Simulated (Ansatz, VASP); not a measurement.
**Be3Se2O in VASP and in Ansatz**

```
Be Se O
1.0
     3.91858    0.00000    0.00000
     0.00000    3.91858    0.00000
     0.00000    0.00000    5.48099
Be Se O
3 2 1
Cartesian
  1.9593 1.9593 0.0000
  0.0000 0.0000 0.0000
  1.9593 1.9593 2.7405
  0.0000 1.9593 1.1740
  1.9593 0.0000 4.3070
  0.0000 0.0000 2.7405
```

Change from the starting cell: species swapped into the Li3MnAs2 type (P-4m2, No. 115).

Alike in both runs: functional PBE; k mesh 3 × 3 × 2; occupations gaussian, width 0.15 eV; no spin polarisation.

Ansatz relaxed the structure, and its values are those at the end. VASP's run is a single point on that final structure, the one shown.

```csv
,VASP,Ansatz
version,VASP 6.6.1,Ansatz 0.2.0
potentials or method,"VASP PAW PBE potentials, release 64 (Be, Se, O), cutoff 600 eV","scalar-relativistic, plane waves, PAW"
valence electrons in the cell,24,44
```

|  | VASP | Ansatz | Ansatz less VASP |
| --- | --- | --- | --- |
| gap on the k mesh at the Fermi level (eV) | none | none | - |
| pressure (GPa) | -0.3 | -0.3 | -0.07 |
| rms of the force components (eV/Å) | 0.014 | 0.008 | -0.0060 |

A gap of «none» marks a metal or a gap that the smearing closes. VASP's potentials hold 24 valence electrons a cell and Ansatz's 44, so a difference there can come from the potentials and not from the codes.

The k mesh is coarse, so the values compare programs but aren't converged.
